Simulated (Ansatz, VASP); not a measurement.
One calculation of WS2, two programs

```xyz
6
Lattice="0.0000 3.5293 3.5293 3.5293 0.0000 3.5293 3.5293 3.5293 0.0000" Properties=species:S:1:pos:R:3 pbc="T T T"
W     3.5293    3.5293    3.5293
W     5.2940    5.2940    5.2940
S     0.8823    0.8823    0.8823
S     0.8823    2.6470    2.6470
S     2.6470    2.6470    0.8823
S     2.6470    0.8823    2.6470
```

Alike in both runs: functional r2SCAN; k mesh 10 × 10 × 10; occupations gaussian, width 0.1 eV; no spin polarisation.

Ansatz relaxed the structure, and its values are those at the end. VASP's run is a single point on that final structure, the one shown.

|  | VASP | Ansatz |
| --- | --- | --- |
| version | VASP 6.6.1 | Ansatz 0.2.0 |
| potentials or method | VASP PAW PBE potentials, release 64 (W_sv, S), cutoff 520 eV | scalar-relativistic, plane waves, PAW |
| valence electrons in the cell | 52 | 52 |

|  | VASP | Ansatz | Ansatz less VASP |
| --- | --- | --- | --- |
| gap on the k mesh at the Fermi level (eV) | none | none | - |
| pressure (GPa) | 0.1 | 0.0 | -0.11 |

VASP's potentials were made for PBE, not for r2SCAN. A gap of «none» marks a metal or a gap that the smearing closes. With one functional, cell and mesh, what is left measures potentials, basis and numerics.

Neither program's run includes spin-orbit coupling.
